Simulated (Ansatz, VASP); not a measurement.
## Li in VASP and in Ansatz

```
Li
1.0
     1.55050    0.89518    7.58830
    -1.55050    0.89518    7.58830
     0.00000   -1.79036    7.58830
Li
3
Direct
  0.00000 0.00000 0.00000
  0.22200 0.22200 0.22200
  0.77800 0.77800 0.77800
```

Alike in both runs: task electric field gradients; functional PBE; k mesh 12 × 12 × 12; occupations fermi-dirac, width 0.05 eV; no spin polarisation.

```csv
,VASP,Ansatz
version,VASP 6.6.1,Ansatz 0.2.0
potentials or method,"VASP PAW PBE potentials, release 64 (Li_sv), cutoff 520 eV","all-electron PAW with datasets made for the crystal, scalar-relativistic"
```

```csv
,VASP,Ansatz,Ansatz less VASP
rms of the force components (eV/Å),0.004,0.004,-0.0002
```

Atom by atom the forces differ by 0.000 eV/Å (rms over components). Ansatz ran all-electron here, and VASP with PAW potentials. Ansatz's warnings: printed levels off.

Noted on VASP's run: the cutoff is short for stress, so the pressure is rough.
